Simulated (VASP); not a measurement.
# SiC (F-43m) in VASP: further runs

Runs on SiC. Level: PBE. Tasks: single point, relaxation of cell and atoms.

All numbers are computed with VASP 6.6.1; they aren't measurements. Logs are shortened: lines on timing, memory, paths and dates and some standing lists are left out, and cuts for length are marked.

**The experiment to reproduce.**

“Insight into the structural, elastic and electronic properties of a new orthorhombic 6O-SiC polytype”, 2020, pmc:7200658 quotes, for a bulk crystal of SiC: band gap 2.4 eV (indirect).

The results are compared with them further down.

## Step 1: The cell of the first run

Symmetry: F-43m, No. 216, cubic system. The conventional cell has a = 4.380 Å, b = 4.380 Å, c = 4.380 Å, α = 90.00°, β = 90.00°, γ = 90.00°. Si (site symmetry -43m) has 4 C at 1.90 Å within 2.5 Å. C (site symmetry -43m) has 4 Si at 1.90 Å within 2.5 Å.

## Step 2: Single point, PBE

File INCAR:

```
PREC = Accurate
ENCUT = 600
EDIFF = 1E-6
ISMEAR = 0
SIGMA = 0.01
LREAL = False
LASPH = True
NELM = 120
ALGO = Normal
ISIF = 2
LWAVE = False
LCHARG = True
GGA = PE
LELF = True
LVHAR = True
NBANDS = 11
GGA_COMPAT = False
```

File KPOINTS:

```
Automatic mesh
0
Gamma
  12 12 12
```

File POSCAR:

```
SiC
1.0
    0.0000000000      2.1898640989      2.1898640989
    2.1898640989      0.0000000000      2.1898640989
    2.1898640989      2.1898640989      0.0000000000
Si C
1 1
Direct
    0.0000000000      0.0000000000      0.0000000000
    0.7500000000      0.7500000000      0.7500000000
```

Potentials or basis: VASP PAW PBE potentials, release 64 (Si, C).

On the command line:

```
$ cat potpaw_PBE.64/Si/POTCAR potpaw_PBE.64/C/POTCAR > POTCAR
$ mpirun -np 1 vasp_std > vasp.out
```

OUTCAR:

```text
PREC = Accurate
   ENCUT = 600
   EDIFF = 1E-6
   ISMEAR = 0
   LREAL = False
   LASPH = True
   NELM = 120
   ISIF = 2
   GGA = PE

 ion  position               nearest neighbor table
   1  0.000  0.000  0.000-   2 1.90   2 1.90   2 1.90   2 1.90
   2  0.750  0.750  0.750-   1 1.90   1 1.90   1 1.90   1 1.90

  LATTYP: Found a face centered cubic cell.
 ALAT       =     4.3797281978

  Lattice vectors:

 A1 = (   0.0000000000,   2.1898640989,   2.1898640989)
 A2 = (   2.1898640989,   0.0000000000,   2.1898640989)
 A3 = (   2.1898640989,   2.1898640989,   0.0000000000)

Analysis of symmetry for initial positions (statically):
=====================================================================
 Subroutine PRICEL returns:
 Original cell was already a primitive cell.

 Routine SETGRP: Setting up the symmetry group for a
 face centered cubic supercell.

 Subroutine GETGRP returns: Found 24 space group operations
 (whereof 24 operations were pure point group operations)
 out of a pool of 48 trial point group operations.

The static configuration has the point symmetry T_d .

Analysis of symmetry for dynamics (positions and initial velocities):
=====================================================================
 Subroutine PRICEL returns:
 Original cell was already a primitive cell.

 Routine SETGRP: Setting up the symmetry group for a
 face centered cubic supercell.

 Subroutine GETGRP returns: Found 24 space group operations
 (whereof 24 operations were pure point group operations)
 out of a pool of 48 trial point group operations.

The dynamic configuration has the point symmetry T_d .

 Subroutine INISYM returns: Found 24 space group operations
 (whereof 24 operations are pure point group operations),
 and found     1 'primitive' translations

----------------------------------------------------------------------------------------

                                     Primitive cell

  volume of cell :      21.0030

  direct lattice vectors                    reciprocal lattice vectors
     0.000000000  2.189864099  2.189864099    -0.228324671  0.228324671  0.228324671
     2.189864099  0.000000000  2.189864099     0.228324671 -0.228324671  0.228324671
     2.189864099  2.189864099  0.000000000     0.228324671  0.228324671 -0.228324671

  length of vectors
     3.096935508  3.096935508  3.096935508     0.395469931  0.395469931  0.395469931

  position of ions in fractional coordinates (direct lattice)
     0.000000000  0.000000000  0.000000000
     0.750000000  0.750000000  0.750000000

  ion indices of the primitive-cell ions
   primitive index   ion index
                 1           1
                 2           2

----------------------------------------------------------------------------------------

 KPOINTS: Automatic mesh

Automatic generation of k-mesh.
 Grid dimensions read from file:
 generate k-points for:   12   12   12

 Generating k-lattice:

  Cartesian coordinates                     Fractional coordinates (reciprocal lattice)
    -0.019027056  0.019027056  0.019027056     0.083333333  0.000000000  0.000000000
     0.019027056 -0.019027056  0.019027056     0.000000000  0.083333333  0.000000000
     0.019027056  0.019027056 -0.019027056     0.000000000  0.000000000  0.083333333

  Length of vectors
     0.032955828  0.032955828  0.032955828

  Shift w.r.t. Gamma in fractional coordinates (k-lattice)
     0.000000000  0.000000000  0.000000000

 Subroutine IBZKPT returns following result:
 ===========================================

 Found     72 irreducible k-points:

 Following reciprocal coordinates:
            Coordinates               Weight
  0.000000  0.000000  0.000000      1.000000
  0.083333  0.000000  0.000000      8.000000
  0.166667  0.000000  0.000000      8.000000
  0.250000  0.000000  0.000000      8.000000
  0.333333  0.000000  0.000000      8.000000
  0.416667  0.000000  0.000000      8.000000
[... 16 lines left out ...]
  0.500000  0.166667  0.000000     24.000000
 -0.416667  0.166667  0.000000     24.000000
 [... further k-points ...]
   k-points           NKPTS =     72   k-points in BZ     NKDIM =     72   number of bands    NBANDS=     11
   number of dos      NEDOS =    301   number of ions     NIONS =      2
   total plane-waves  NPLWV =  21952
   dimension x,y,z NGX =    28 NGY =   28 NGZ =   28
   dimension x,y,z NGXF=    56 NGYF=   56 NGZF=   56
   ions per type =               1   1
   NGX,Y,Z   is equivalent  to a cutoff of  15.03, 15.03, 15.03 a.u.
   NGXF,Y,Z  is equivalent  to a cutoff of  30.06, 30.06, 30.06 a.u.
 SYSTEM =  unknown system
   PREC   = accura    normal or accurate (medium, high low for compatibility)
   ISTART =      0    job   : 0-new  1-cont  2-samecut
   ICHARG =      2    charge: 1-file 2-atom 10-const
   ISPIN  =      1    spin polarized calculation?
   LNONCOLLINEAR =      F non collinear calculations
   LSORBIT =      F    spin-orbit coupling
[... 56 lines left out ...]
 fundamental gap:      1.3711546645
 Fermi energy:         8.0676128226

 k-point     1 :       0.0000    0.0000    0.0000
  band No.  band energies     occupation
      1      -7.3469      2.00000
      2       7.9395      2.00000
      3       7.9395      2.00000
      4       7.9395      2.00000
      5      13.9983      0.00000
      6      15.1448      0.00000
      7      15.1448      0.00000
      8      15.1448      0.00000
      9      22.3602      0.00000
     10      22.3602      0.00000
     11      24.1901      0.00000

 k-point     2 :       0.0833    0.0000    0.0000
  band No.  band energies     occupation
      1      -7.2127      2.00000
      2       7.2138      2.00000
      3       7.8450      2.00000
      4       7.8450      2.00000
      5      14.2528      0.00000
      6      15.2851      0.00000
      7      15.3190      0.00000
      8      15.3190      0.00000
      9      21.6260      0.00000
     10      21.6260      0.00000
     11      24.1989      0.00000

 k-point     3 :       0.1667    0.0000    0.0000
  band No.  band energies     occupation
      1      -6.8141      2.00000
      2       5.5794      2.00000
      3       7.6109      2.00000
      4       7.6109      2.00000
      5      14.1475      0.00000
      6      15.6609      0.00000
      7      15.6609      0.00000
      8      16.1545      0.00000
      9      20.8457      0.00000
     10      20.8457      0.00000
     11      23.4880      0.00000

 k-point     4 :       0.2500    0.0000    0.0000
  band No.  band energies     occupation
      1      -6.1660      2.00000
      2       3.6745      2.00000
      3       7.3359      2.00000
      4       7.3359      2.00000
      5      13.7975      0.00000
      6      15.7558      0.00000
      7      15.7558      0.00000
      8      17.1602      0.00000
      9      20.9779      0.00000
     10      20.9779      0.00000
     11      22.9517      0.00000

 k-point     5 :       0.3333    0.0000    0.0000
  band No.  band energies     occupation
      1      -5.3078      2.00000
      2       1.8118      2.00000
      3       7.0991      2.00000
      4       7.0991      2.00000
      5      13.4935      0.00000
      6      15.5084      0.00000
      7      15.5084      0.00000
      8      17.7483      0.00000
      9      22.1140      0.00000
     10      22.1140      0.00000
     11      23.0477      0.00000
[... 211 lines left out ...]
 k-point    21 :       0.3333    0.1667    0.0000
  band No.  band energies     occupation
      1      -5.4439      2.00000
      2       3.1892      2.00000
      3       6.1484      2.00000
      4       6.2131      2.00000
      5      12.8019      0.00000
      6      15.4236      0.00000
      7      16.8060      0.00000
      8      17.4862      0.00000
      9      20.4496      0.00000
     10      23.9522      0.00000
     11      25.5925      0.00000

 k-point    22 :       0.4167    0.1667    0.0000
  band No.  band energies     occupation
      1      -4.5539      2.00000
      2       1.5376      2.00000
      3       5.6347      2.00000
      4       6.1225      2.00000
      5      12.6789      0.00000
      6      15.7444      0.00000
      7      17.1406      0.00000
      8      17.3040      0.00000
      9      21.2849      0.00000
     10      25.0949      0.00000
     11      25.6845      0.00000

 k-point    23 :       0.5000    0.1667    0.0000
  band No.  band energies     occupation
      1      -3.6918      2.00000
      2       0.2370      2.00000
      3       5.1819      2.00000
      4       6.2019      2.00000
      5      12.7348      0.00000
      6      15.6497      0.00000
      7      16.7175      0.00000
      8      18.4468      0.00000
      9      21.7725      0.00000
     10      25.0944      0.00000
     11      25.9768      0.00000

 k-point    24 :      -0.4167    0.1667    0.0000
  band No.  band energies     occupation
      1      -3.5160      2.00000
      2       0.0032      2.00000
      3       4.8731      2.00000
      4       6.4379      2.00000
      5      13.0364      0.00000
      6      15.5560      0.00000
      7      16.4049      0.00000
      8      18.9769      0.00000
      9      22.4872      0.00000
     10      23.2132      0.00000
     11      25.9367      0.00000

 [... further k-points ...]
[... 5 lines left out ...]
  --------------------------------------------------------------------------------------
  -------------------------------------------------------------------------------------
  Total       -0.0240745     -0.0240745     -0.0240745     -0.0000000      0.0000000     -0.0000000
  in kB       -1.8364830     -1.8364830     -1.8364830     -0.0000000      0.0000000     -0.0000000
  external PRESSURE =      -1.8364830 kB  Pullay stress =       0.0000000 kB

 VOLUME and BASIS-vectors are now :
 -----------------------------------------------------------------------------
  energy-cutoff  :      600.00
  volume of cell :       21.00
      direct lattice vectors                 reciprocal lattice vectors
     0.000000000  2.189864099  2.189864099    -0.228324671  0.228324671  0.228324671
     2.189864099  0.000000000  2.189864099     0.228324671 -0.228324671  0.228324671
     2.189864099  2.189864099  0.000000000     0.228324671  0.228324671 -0.228324671

 POSITION                                       TOTAL-FORCE (eV/Angst)
 -----------------------------------------------------------------------------------
      0.00000      0.00000      0.00000         0.000000      0.000000      0.000000
      3.28480      3.28480      3.28480        -0.000000     -0.000000     -0.000000
 -----------------------------------------------------------------------------------
    total drift:                                0.000000      0.000000      0.000000

  FREE ENERGIE OF THE ION-ELECTRON SYSTEM (eV)
  ---------------------------------------------------
  free  energy   TOTEN  =       -15.0623172505 eV

  energy  without entropy=      -15.0623172505  energy(sigma->0) =      -15.06231725
```

It took 11 s on 1 thread of Intel Xeon Platinum 8559C (Emerald Rapids), shared host; peak memory 0.16 GiB.

What came out:

```
Free energy            : -15.0623 eV
Pressure               : -0.2 GPa
Band gap on the k mesh : 1.37 eV, indirect (least direct gap 4.53 eV)
```

## Step 3: Relaxation of cell and atoms, PBE, target pressure 15 GPa, at which the enthalpy is minimised

This run uses another cell than the first one, of 10.14 Å³/atom, 0.965 times its volume.

File INCAR:

```
PREC = Accurate
ENCUT = 600
EDIFF = 1E-7
ISMEAR = 0
SIGMA = 0.01
LREAL = False
LASPH = True
NELM = 120
ALGO = Normal
ISIF = 3
LWAVE = False
LCHARG = False
GGA = PE
IBRION = 2
NSW = 80
EDIFFG = -0.001
PSTRESS = 150.0
GGA_COMPAT = False
NELMIN = 4
```

KPOINTS is that of step 2.

File POSCAR:

```
SiC
1.0
    0.0000000000      2.1643841627      2.1643841627
    2.1643841627      0.0000000000      2.1643841627
    2.1643841627      2.1643841627      0.0000000000
Si C
1 1
Direct
    0.0000000000      0.0000000000      0.0000000000
    0.7500000000      0.7500000000      0.7500000000
```

Potentials or basis: VASP PAW PBE potentials, release 64 (Si, C).

On the command line:

```
$ cat potpaw_PBE.64/Si/POTCAR potpaw_PBE.64/C/POTCAR > POTCAR
$ mpirun -np 1 vasp_std > vasp.out
```

Wall time 17 s (1 thread of Intel Xeon Platinum 8559C (Emerald Rapids), shared host); peak memory 0.14 GiB.

Results (log left out):

```
Free energy                                            : -15.0049 eV
Relaxed volume                                         : 9.86 Å³/atom
Relaxed cell                                           : a = 3.032 Å, b = 3.032 Å, c = 3.032 Å, α = 60.00°, β = 60.00°, γ = 60.00°
Space group after relaxing (to 0.05 Å)                 : F-43m (No. 216)
Energy change on relaxing (the enthalpy is what falls) : +20.0 meV/atom
Ionic steps                                            : 6
Pressure after relaxing                                : 15.0 GPa
Band gap on the k mesh                                 : 1.31 eV, indirect (least direct gap 4.59 eV)
```

Step by step:
| step | energy change (eV) | largest force (eV/Å) | pressure (GPa) | volume (Å³) |
| --- | --- | --- | --- | --- |
| 1 | 0.0000 | 0.0000 | 7.79 | 20.28 |
| 2 | 0.1347 | 0.0000 | 26.10 | 18.97 |
| 3 | 0.0395 | 0.0000 | 14.94 | 19.72 |
| 4 | 0.0405 | 0.0000 | 15.09 | 19.71 |
| 5 | 0.0392 | 0.0000 | 14.90 | 19.72 |
| 6 | 0.0400 | 0.0000 | 15.01 | 19.71 |

Final structure:
```
Si C
1.0
     0.00000    2.14405    2.14405
     2.14405    0.00000    2.14405
     2.14405    2.14405    0.00000
Si C
1 1
Direct
  0.00000 0.00000 0.00000
  0.75000 0.75000 0.75000
```

Levels at points of the mesh, in eV from the valence-band top:
| k point | band 1 | band 2 | band 3 | band 4 | band 5 | band 6 | band 7 | band 8 |
| --- | --- | --- | --- | --- | --- | --- | --- | --- |
| (0.00, 0.00, 0.00) | -15.79 | 0.00 | 0.00 | 0.00 | 6.81 | 7.65 | 7.65 | 7.65 |
| (0.50, 0.00, 0.00) | -12.04 | -8.81 | -1.06 | -1.06 | 5.88 | 7.43 | 7.43 | 10.32 |
| (0.50, 0.50, 0.00) | -10.54 | -7.95 | -3.28 | -3.28 | 1.31 | 4.50 | 14.61 | 14.61 |

Caveat: the cell is relaxed towards a set pressure, so the enthalpy falls and the energy may rise.

## Step 4: Relaxation of cell and atoms, PBE, target pressure 8 GPa, at which the enthalpy is minimised

This run uses another cell than the first one, of 10.36 Å³/atom, 0.986 times its volume.

File INCAR:

```
  ALGO = Normal
  EDIFF = 1E-7
  EDIFFG = -0.001
  ENCUT = 600
  GGA = PE
  GGA_COMPAT = False
  IBRION = 2
  ISIF = 3
  ISMEAR = 0
  LASPH = True
  LCHARG = False
  LREAL = False
  LWAVE = False
  NELM = 120
  NELMIN = 4
  NSW = 80
  PREC = Accurate
  PSTRESS = 80.0
  SIGMA = 0.01
```

File KPOINTS:

```
k-points
0
Gamma
  12 12 12
```

File POSCAR:

```
SiC
1.0
    0.0000000000      2.1798722208      2.1798722208
    2.1798722208      0.0000000000      2.1798722208
    2.1798722208      2.1798722208      0.0000000000
Si C
1 1
Direct
    0.0000000000      0.0000000000      0.0000000000
    0.7500000000      0.7500000000      0.7500000000
```

On the command line:

```
$ cat potpaw_PBE.64/Si/POTCAR potpaw_PBE.64/C/POTCAR > POTCAR
$ mpirun -np 1 vasp_std > vasp.out
```

Wall time 28 s (1 thread of Intel Xeon Platinum 8559C (Emerald Rapids), shared host); peak memory 0.16 GiB.

The run converged. Its results:

```
Free energy                                            : -15.0444 eV
Relaxed volume                                         : 10.13 Å³/atom
Relaxed cell                                           : a = 3.060 Å, b = 3.060 Å, c = 3.060 Å, α = 60.00°, β = 60.00°, γ = 60.00°
Space group after relaxing (to 0.05 Å)                 : F-43m (No. 216)
Energy change on relaxing (the enthalpy is what falls) : +7.7 meV/atom
Ionic steps                                            : 6
Pressure after relaxing                                : 8.0 GPa
Band gap on the k mesh                                 : 1.34 eV, indirect (least direct gap 4.56 eV)
```

Step by step:
```csv
step,energy change (eV),largest force (eV/Å),pressure (GPa),volume (Å³)
1,0.0000,0.0000,2.80,20.72
2,0.0530,0.0000,14.82,19.73
3,0.0152,0.0000,7.98,20.26
4,0.0156,0.0000,8.09,20.25
5,0.0149,0.0000,7.91,20.27
6,0.0153,0.0000,8.01,20.26
```

Final structure:
```
CELL_PARAMETERS angstrom
0.00000 2.16368 2.16368
2.16368 0.00000 2.16368
2.16368 2.16368 0.00000
ATOMIC_POSITIONS crystal
Si 0.00000 0.00000 0.00000
C 0.75000 0.75000 0.75000
```

Levels at points of the mesh, in eV from the valence-band top:
```tsv
k point	band 1	band 2	band 3	band 4	band 5	band 6	band 7	band 8
(0.00, 0.00, 0.00)	-15.57	0.00	0.00	0.00	6.48	7.46	7.46	7.46
(0.50, 0.00, 0.00)	-11.92	-8.65	-1.06	-1.06	5.63	7.31	7.31	10.17
(0.50, 0.50, 0.00)	-10.45	-7.86	-3.23	-3.23	1.34	4.40	14.28	14.28
```

Caveat: the cell is relaxed towards a set pressure, so the enthalpy falls and the energy may rise. A k mesh can miss the band edges.

## Step 5: Summary

| task | cell | gap on the mesh (eV) | pressure (GPa) |
| --- | --- | --- | --- |
| single point | a = 3.097 Å, angles 60.0°, 2 atoms | 1.37 | -0.2 |
| relaxation of cell and atoms | relaxed to 15 GPa from a = 3.061 Å, angles 60.0°, 2 atoms | 1.31 | 15.0 |
| relaxation of cell and atoms | relaxed to 8 GPa from a = 3.083 Å, angles 60.0°, 2 atoms | 1.34 | 8.0 |

Alike in all rows: level PBE; potentials or basis VASP PAW PBE potentials, release 64 (Si, C); no spin polarisation; k mesh 12 × 12 × 12; cutoff (eV) 600; smearing gaussian 0.01 eV.

Caveats: the cell is relaxed towards a set pressure, so the enthalpy falls and the energy may rise (some runs).

Absolute energies hang on the potentials; compare differences alone.

## Step 6: How close it comes

Step 2. Measured gap of SiC: 2.4 eV (indirect; quoted in “Insight into the structural, elastic and electronic properties of a new orthorhombic 6O-SiC polytype”, 2020, pmc:7200658). This calculation gives 1.37 eV (-1.03 eV). The value is that of PBE on a finite k mesh, which can miss the band edges, without temperature or zero-point motion. Semilocal functionals fall short of measured gaps as a rule.
